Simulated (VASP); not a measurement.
Pb: single point with PBE

Crystal: Pb.

```
Pb
1.0
     2.61337    0.00000    0.00000
    -1.30669    2.26325    0.00000
     0.00000    0.00000    4.30469
Pb
2
Cartesian
  0.0000 1.5088 1.0762
  1.3067 0.7544 3.2285
```

This isn't the form of Pb at room conditions, which is fcc.

```json
{
  "Program": "VASP 6.6.1",
  "Task": "single point",
  "Functional": "PBE",
  "Potentials or basis": "VASP PAW PBE potentials, release 64 (Pb_d)",
  "Cutoff": "520 eV",
  "k mesh": "14 × 14 × 8",
  "Occupations": "fermi-dirac, width 0.05 eV",
  "Spin": "no spin polarisation",
  "Dipole correction": "no",
  "k mesh for the DOS": "21 × 21 × 12",
  "Occupations for the DOS": "tetrahedron",
  "Further INCAR settings": "ALGO = Normal; EDIFF = 1e-07; NBANDS = 21"
}
```

```yaml
Valence_electrons_inside_the_program's_atomic_spheres: Pb 13.29
```

Levels at points of the mesh, in eV from the Fermi level:
| k point | band 12 | band 13 | band 14 | band 15 | band 16 | band 17 |
| --- | --- | --- | --- | --- | --- | --- |
| (0.00, 0.00, 0.00) | -11.69 | -9.41 | 6.73 | 8.37 | 9.04 | 10.83 |
| (0.00, 0.00, 0.50) | -19.27 | 1.86 | 1.86 | 6.98 | 6.98 | 11.15 |

It took 3.8 min on 1 thread of Intel Xeon 8259CL (shared host), peak memory 0.26 GiB.

Caveat: spin-orbit coupling is left out, which moves the levels of the heavy elements.
